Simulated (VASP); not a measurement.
Crystal: Cd2SO.

```
CELL_PARAMETERS angstrom
3.55372 0.00000 0.00000
0.00000 3.55372 0.00000
0.00000 0.00000 5.02572
ATOMIC_POSITIONS crystal
O 0.00000 0.00000 0.00000
Cd 0.00000 0.50000 0.75000
Cd 0.50000 0.00000 0.25000
S 0.50000 0.50000 0.50000
```

| Property | Result |
| --- | --- |
| Program | VASP 6.6.1 |
| Task | relaxation of cell and atoms |
| Functional | PBE |
| Potentials or basis | VASP PAW PBE potentials, release 64 (O, Cd, S) |
| Cutoff | 600 eV |
| k mesh | 6 × 6 × 6 |
| Occupations | fermi-dirac, width 0.02 eV |
| Spin | no spin polarisation |

At the start: pressure 43.8 GPa; volume 15.87 Å³/atom.

How do energy, volume and symmetry change on relaxing?

Over 17 steps the energy falls by 729.9 meV/atom and the volume is 21.16 Å³/atom (+33.4 %); space group P-4m2 (No. 115, to 0.05 Å).

The path:
```
step  energy change (eV)  largest force (eV/Å)  pressure (GPa)  volume (Å³)
   1              0.0000                4.3953           43.77        63.47
   2             -1.7061                0.1894          -11.14       112.20
   3             -2.8436                0.7218           -1.58        87.28
   4             -2.8448                0.7569           -1.17        86.75
   5             -2.8444                0.7923           -0.76        86.24
   6             -2.8920                0.4944           -0.06        85.05
   7             -2.9137                0.0805            1.08        83.47
   8             -2.9139                0.1098            1.00        83.58
   9             -2.9180                0.0229           -0.38        85.13
  10             -2.9185                0.0097           -0.04        84.74
  11             -2.9188                0.0071           -0.03        84.72
  12             -2.9194                0.0001           -0.01        84.67
  13             -2.9195                0.0134            0.04        84.55
  14             -2.9197                0.0078            0.03        84.59
  15             -2.9197                0.0003           -0.06        84.70
  16             -2.9197                0.0019           -0.04        84.67
  17             -2.9197                0.0043           -0.01        84.64
```

Final structure:
```yaml
crystal:
  lattice:
    - [3.93760, 0.00000, 0.00000]
    - [0.00000, 3.93760, 0.00000]
    - [0.00000, 0.00000, 5.45899]
  atoms:
    - { symbol: O, position: [0.00000, 0.00000, 0.00000] }
    - { symbol: Cd, position: [0.00000, 0.50000, 0.79196] }
    - { symbol: Cd, position: [0.50000, 0.00000, 0.20804] }
    - { symbol: S, position: [0.50000, 0.50000, 0.50000] }
```

Caveat: the volume moved by over 15 % at a fixed basis, so the end points are rough.
